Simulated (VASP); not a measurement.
Set up this calculation in VASP 6.6.1, as the native input.

| Property | Result |
| --- | --- |
| Task | relaxation of cell and atoms |
| Functional | LDA |
| Potentials or basis | VASP PAW LDA potentials, release 64 (Cu) |
| Cutoff | 600 eV |
| k mesh | 20 × 20 × 20 |
| Occupations | fermi-dirac, width 0.15 eV |
| Spin | no spin polarisation |
| Dipole correction | no |
| Further INCAR settings | ALGO = Fast; EDIFF = 1e-07; IBRION = 2; EDIFFG = -0.001; NSW = 80; ISIF = 3 |

The structure of Cu lies in POSCAR:

```
Cu
1.0
    0.0000000000      1.7592130920      1.7592130920
    1.7592130920      0.0000000000      1.7592130920
    1.7592130920      1.7592130920      0.0000000000
Cu
1
Direct
    0.0000000000      0.0000000000      0.0000000000
```

These files were run (other wordings do the same):

INCAR

```
SYSTEM = Cu
  ALGO = Fast
  EDIFF = 1E-7
  EDIFFG = -0.001
  ENCUT = 600
  GGA = CA
  IBRION = 2
  ISIF = 3
  ISMEAR = -1
  LASPH = .True.
  LCHARG = .False.
  LREAL = .False.
  LWAVE = .False.
  NELM = 100
  NSW = 80
  PREC = Accurate
  SIGMA = 0.15
```

KPOINTS

```
k-points
0
Gamma
  20 20 20
  0 0 0
```

Potentials or basis: VASP PAW LDA potentials, release 64 (Cu).

Run with:

```console
$ cat potpaw_LDA.64/Cu/POTCAR > POTCAR
$ mpirun -np 1 vasp_std > vasp.out
```

Results of the run:

```yaml
Relaxed_volume: 10.95 Å³/atom
Relaxed_cell: a = 2.492 Å, b = 2.492 Å, c = 2.492 Å, α = 60.00°, β = 60.00°, γ = 60.00°
Space_group_after_relaxing_to_0.1_Å: Fm-3m (No. 225)
Energy_gained_by_relaxing: 0.2 meV/atom
Ionic_steps: 3
Pressure_after_relaxing: 0.0 GPa
Band_gap_on_the_k_mesh: zero (an odd number of electrons rules out a gap without spin polarisation)
```

Wall time 80 s on 1 thread of Intel Xeon 8259CL, with other jobs on the host, peak memory 0.15 GiB.
